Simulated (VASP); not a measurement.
Runs of VASP 6.6.1 on Mo. The structure is that of space group I4/mmm (No. 139), or close to it. The cells are those of the table. 

```csv
cell,gap on the mesh (eV),pressure (GPa)
"a = 2.740 Å, angles 115.0, 107.0, 106.6°, 1 atom",none,3.0
"a = 2.745 Å, angles 114.1, 114.1, 100.6°, 1 atom",none,5.6
"a = 2.745 Å, angles 105.2, 105.2, 118.4°, 1 atom",none,6.4
"a = 2.743 Å, angles 110.7, 102.5, 115.5°, 1 atom",none,(b)
"a = 2.766 Å, angles 126.0, 102.5, 101.3°, 1 atom",none,22.4
"a = 2.747 Å, angles 116.2, 99.9, 112.7°, 1 atom",none,6.6
"a = 2.740 Å, angles 112.1, 103.9, 112.5°, 1 atom",none,2.6
"a = 2.761 Å, angles 124.5, 100.8, 104.2°, 1 atom",none,18.4
"a = 2.766 Å, angles 117.7, 93.0, 118.9°, 1 atom",none,12.6
"a = 2.747 Å, angles 119.0, 103.0, 106.8°, 1 atom",none,7.5
"a = 2.741 Å, angles 112.5, 112.5, 103.5°, 1 atom",none,2.9
"a = 2.741 Å, angles 106.6, 106.6, 115.4°, 1 atom",none,(a)
```

Alike in all rows: task single point; level PBE; potentials or basis VASP PAW PBE potentials, release 64 (Mo_sv); no spin polarisation; k mesh 20 × 20 × 20; cutoff (eV) 520; smearing gaussian 0.15 eV.

Q: Estimate the missing entries.

A: (a) 3.3; (b) 4.5.

Caveats: the stress differs along the axes, from -15 to 12 GPa (at least some runs); the stress differs along the axes, from -7 to 23 GPa (at least some runs); the stress differs along the axes, from -16 to 16 GPa (at least some runs); the stress differs along the axes, from -5 to 30 GPa (at least some runs); the stress differs along the axes, from -15 to 23 GPa (at least some runs); the stress differs along the axes, from 10 to 47 GPa (at least some runs); the stress differs along the axes, from -13 to 21 GPa (at least some runs).

A k mesh can miss the band edges, and the runs leave out spin-orbit coupling on Mo.

A gap of «none» marks levels without a gap at the run's occupations.
